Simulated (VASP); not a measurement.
Write the native input for VASP 6.6.1 that does the following.

```yaml
Task: single point
Functional: r2SCAN
Potentials_or_basis: VASP PAW PBE potentials, release 64 (Cd, S)
Cutoff: 520 eV
k_mesh: 6 × 4 × 6
Occupations: fermi-dirac, width 0.02 eV
Spin: no spin polarisation
Dipole_correction: no
Further_INCAR_settings: ALGO = Normal; EDIFF = 1e-07; NBANDS = 26
```

CdS:

```xyz
4
Lattice="3.8725 0.0000 0.0000 0.0000 5.4747 0.0000 0.0000 0.0000 3.9506" Properties=species:S:1:pos:R:3 pbc="T T T"
Cd    1.9362    2.7374    0.9601
Cd    0.0000    0.0000    2.9905
S     1.9362    0.0000    1.0080
S     0.0000    2.7374    2.9426
```

The input as run:

POSCAR

```
CdS
1.0
    3.8724504000      0.0000000000      0.0000000000
    0.0000000000      5.4747467333      0.0000000000
    0.0000000000      0.0000000000      3.9505990721
Cd S
2 2
Direct
    0.5000000000      0.5000000000      0.2430300000
    0.0000000000      0.0000000000      0.7569700000
    0.5000000000      0.0000000000      0.2551600000
    0.0000000000      0.5000000000      0.7448400000
```

INCAR.step1

```
  PREC = Accurate
  ENCUT = 520
  ISMEAR = -1
  SIGMA = 0.02
  LREAL = F
  LASPH = T
  NELM = 60
  NBANDS = 26
  GGA = PE
  ALGO = Normal
  EDIFF = 1E-4
  LWAVE = T
  LCHARG = F
```

INCAR.step2

```
  PREC = Accurate
  ENCUT = 520
  EDIFF = 1E-7
  ISMEAR = -1
  SIGMA = 0.02
  LREAL = F
  LASPH = T
  NELM = 60
  ALGO = Normal
  ISIF = 2
  LWAVE = F
  LCHARG = T
  METAGGA = R2SCAN
  LMIXTAU = T
  LELF = T
  LVHAR = T
  NBANDS = 26
  ISTART = 1
```

KPOINTS

```
regular mesh
0
Gamma
  6 4 6
```

Potentials or basis: VASP PAW PBE potentials, release 64 (Cd, S).

The run is started by

```bash
$ cat potpaw_PBE.64/Cd/POTCAR potpaw_PBE.64/S/POTCAR > POTCAR
$ cp INCAR.step1 INCAR
$ mpirun -np 1 vasp_std > vasp.out
$ cp INCAR.step2 INCAR
$ mpirun -np 1 vasp_std > vasp.out
```

Results of the run:

The pressure is -2.0 GPa. The largest force is 0.034 eV/Å. The band gap on the k mesh is 0.67 eV.

Caveat: the PAW data sets were made with another functional, which shifts forces and pressure a little.

Run time: 5.2 min on 1 thread of Intel(R) Xeon(R) Platinum 8259CL CPU @ 2.50GHz (Skylake/Cascade Lake) (shared host), peak memory 0.25 GiB.
